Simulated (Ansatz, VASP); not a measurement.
**One calculation of Hg, two programs**

Contents of INCAR:

```
SYSTEM = Hg
PREC = Accurate
ENCUT = 520
EDIFF = 1E-6
ISMEAR = 0
SIGMA = 0.03
LREAL = .FALSE.
LASPH = .TRUE.
NELM = 100
ALGO = Normal
ISIF = 2
LWAVE = .FALSE.
LCHARG = .FALSE.
GGA = PE
NBANDS = 12
```

File KPOINTS:

```
Automatic mesh
0
G
  10 10 10
  0 0 0
```

The input POSCAR:

```
Hg
1.0
    2.0783995336      1.1999645302      1.9747385792
   -2.0783995336      1.1999645302      1.9747385792
    0.0000000000     -2.3999290604      1.9747385791
Hg
1
Direct
    0.0000000000      1.0000000000      0.0000000000
```

Input for Ansatz:

```yaml
crystal:
  lattice:
    - [2.0783995336, 1.1999645302, 1.9747385792]
    - [-2.0783995336, 1.1999645302, 1.9747385792]
    - [0.0, -2.3999290604, 1.9747385791]
  atoms:
    - { symbol: Hg, position: [0.0, 1.0, 0.0] }
hamiltonian:
  xc: pbe
  pseudopotentials:
    kind: paw
    azcp:
      Hg: "pseudopotentials/Hg.paw.azcp"
basis:
  ecutwfc: 420
  fft_grid_basis: typed
kpoints:
  mp_grid: { grid: [10, 10, 10], shift: [0, 0, 0] }
magnetization:
  spin_polarized: false
scf:
  occupations: { method: gaussian, width: 0.03 }
  lower_state_search: "off"
output:
  stress: true
  write_density: true
  write_potential: true
  elf: true
  volumetric_format: npy
```

Alike in both runs: task single point; functional PBE; k mesh 10 × 10 × 10; occupations gaussian, width 0.03 eV; no spin polarisation.

```csv
,VASP,Ansatz
version,VASP 6.6.1,Ansatz 0.2.0
potentials or method,"VASP PAW PBE potentials, release 64 (Hg), cutoff 520 eV","plane waves (420 eV) with PAW, scalar-relativistic"
valence electrons in the cell,12,20
```

|  | VASP | Ansatz | Ansatz less VASP |
| --- | --- | --- | --- |
| pressure (GPa) | 0.1 | -0.1 | -0.16 |
| traceless stress, the component that is largest in VASP (GPa) | -0.18 | -0.22 | -0.034 |

VASP's potentials hold 12 valence electrons a cell and Ansatz's 20, so a difference there can come from the potentials and not from the codes.

Spin-orbit coupling is off throughout.
